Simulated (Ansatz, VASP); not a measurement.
# One calculation of Al2SbP3, two programs

The input POSCAR:

```
Al2SbP3
1.0
    4.6815235346     -2.4004523337      0.4842778438
    4.6815235346      2.4004523337      0.4842778438
   -4.0051978172      0.0000000000      4.6763412172
Al Sb P
2 1 3
Direct
    0.5325274548      0.5325274548      0.7663793808
    0.4175802625      0.4175802625      0.0951555342
    0.0984189651      0.0984189651      0.6215823122
    0.7133855979      0.7133855979      0.2463744855
    0.9779014986      0.9779014986      0.9735994690
    0.2601862311      0.2601862311      0.2969088182
```

Contents of INCAR.step1:

```
PREC = Accurate
ENCUT = 520
ISMEAR = -1
SIGMA = 0.03
LREAL = False
LASPH = True
NELM = 60
NBANDS = 22
GGA = PE
ALGO = Normal
EDIFF = 1E-4
LWAVE = True
LCHARG = False
```

INCAR.step2

```
PREC = Accurate
ENCUT = 520
EDIFF = 1E-6
ISMEAR = -1
SIGMA = 0.03
LREAL = False
LASPH = True
NELM = 60
ALGO = Normal
ISIF = 2
LWAVE = False
LCHARG = False
METAGGA = R2SCAN
LMIXTAU = True
LUSE_VDW = True
IVDW_NL = 2
BPARAM = 11.95
CPARAM = 0.0093
NBANDS = 22
ISTART = 1
```

Contents of KPOINTS:

```
regular mesh
0
Gamma
  8 8 6
```

Input for Ansatz:

```yaml
crystal:
  lattice:
    - [4.6815235346, -2.4004523337, 0.4842778438]
    - [4.6815235346, 2.4004523337, 0.4842778438]
    - [-4.0051978172, 0.0, 4.6763412172]
  atoms:
    - { symbol: Al, position: [0.5325274548, 0.5325274548, 0.7663793808] }
    - { symbol: Al, position: [0.4175802625, 0.4175802625, 0.0951555342] }
    - { symbol: Sb, position: [0.0984189651, 0.0984189651, 0.6215823122] }
    - { symbol: P, position: [0.7133855979, 0.7133855979, 0.2463744855] }
    - { symbol: P, position: [0.9779014986, 0.9779014986, 0.973599469] }
    - { symbol: P, position: [0.2601862311, 0.2601862311, 0.2969088182] }
kpoints:
  mp_grid: { grid: [8, 8, 6] }
  band_path:
    path:
      - [0.0, 0.0, 0.0]
      - [-0.3461513383, 0.3461513383, 0.0]
      - [-0.6538486617, -0.3461513383, 0.0]
      - [-0.5, -0.5, 0.0]
      - [-0.5, -0.5, 0.5]
      - [-0.7374750973, -0.2625249027, 0.5]
      - [-0.2625249027, 0.2625249027, 0.5]
      - [0.0, 0.0, 0.5]
      - [-0.5, 0.0, 0.5]
    npoints: 1
hamiltonian:
  xc: r2scan
  dispersion: rvv10
scf:
  occupations: { method: fermi_dirac, width: 0.03 }
  n_extra_bands: 5
output:
  forces: true
  stress: true
  eigenvalues: true
  write_density: true
  write_potential: true
  elf: true
  volumetric_format: npy
```

Alike in both runs: task single point; functional r2SCAN; dispersion rVV10; k mesh 8 × 8 × 6; occupations fermi-dirac, width 0.03 eV; no spin polarisation.

```csv
,VASP,Ansatz
version,VASP 6.6.1,Ansatz 0.2.0
potentials or method,"VASP PAW PBE potentials, release 64 (Al, Sb, P)","plane waves, PAW"
plane-wave cutoff (eV),520,500
valence electrons in the cell,26,36
```

VASP gave:

* pressure (GPa): -0.1
* traceless stress, the component that is largest in VASP (GPa): -0.26
* rms of the force components (eV/Å): 0.017

**Question.** Which values does Ansatz return?

**Answer.** Pressure (GPa): 0.1; traceless stress, the component that is largest in VASP (GPa): -0.21; rms of the force components (eV/Å): 0.026.

VASP's potentials were made for PBE, not for r2SCAN. Atom by atom the forces differ by 0.022 eV/Å (rms over components). VASP's potentials hold 26 valence electrons a cell and Ansatz's 36, so a difference there can come from the potentials and not from the codes.

Spin-orbit coupling is off throughout.
